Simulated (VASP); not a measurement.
Write the native input for VASP 6.6.1 that does the following.

```yaml
Task: relaxation of cell and atoms
Functional: LDA
Potentials_or_basis: VASP PAW LDA potentials, release 64 (La)
Cutoff: 600 eV
k_mesh: 18 × 18 × 18
Occupations: fermi-dirac, width 0.08 eV
Spin: no spin polarisation
Target_pressure: 170 GPa
Dipole_correction: no
Further_INCAR_settings: ALGO = Normal; EDIFF = 1e-07; IBRION = 2; EDIFFG = -0.005; NSW = 60; ISIF = 3
```

The structure of La lies in POSCAR:

```
La
1.0
   -1.5288782232      1.5288782232      1.5288782232
    1.5288782232     -1.5288782232      1.5288782232
    1.5288782232      1.5288782232     -1.5288782232
La
1
Direct
    0.0000000000      0.0000000000      0.0000000000
```

This isn't the form of La at room conditions, which is double hcp.

These files were run (other wordings do the same):

INCAR

```
SYSTEM = La
PREC = Accurate
ENCUT = 600
EDIFF = 1E-7
ISMEAR = -1
SIGMA = 0.08
LREAL = .FALSE.
LASPH = .TRUE.
NELM = 80
ALGO = Normal
ISIF = 3
LWAVE = .FALSE.
LCHARG = .FALSE.
IBRION = 2
NSW = 60
EDIFFG = -0.005
PSTRESS = 1700.0
```

KPOINTS

```
regular mesh
0
G
  18 18 18
  0 0 0
```

Potentials or basis: VASP PAW LDA potentials, release 64 (La).

The run is started by

```console
$ cat potpaw_LDA.64/La/POTCAR > POTCAR
$ mpirun -np 1 vasp_std > vasp.out
```

It gave:

```
Relaxed volume                                             : 14.23 Å³/atom
Relaxed cell                                               : a = 2.644 Å, b = 2.644 Å, c = 2.644 Å, α = 109.47°, β = 109.47°, γ = 109.47°
Space group after relaxing (to 0.1 Å)                      : Im-3m (No. 229)
Energy change on relaxing (the run minimises the enthalpy) : +65.9 meV/atom
Ionic steps                                                : 3
Pressure after relaxing                                    : 169.9 GPa
Band gap on the k mesh                                     : zero (an odd number of electrons rules out a gap without spin polarisation)
```

Caveat: the cell is relaxed towards a set pressure, so the run minimises the enthalpy, not the energy; spin-orbit coupling is left out, which moves the levels of the heavy elements.

Run time: 110 s on 1 thread of Intel Xeon 8259CL (shared host), peak memory 0.19 GiB.
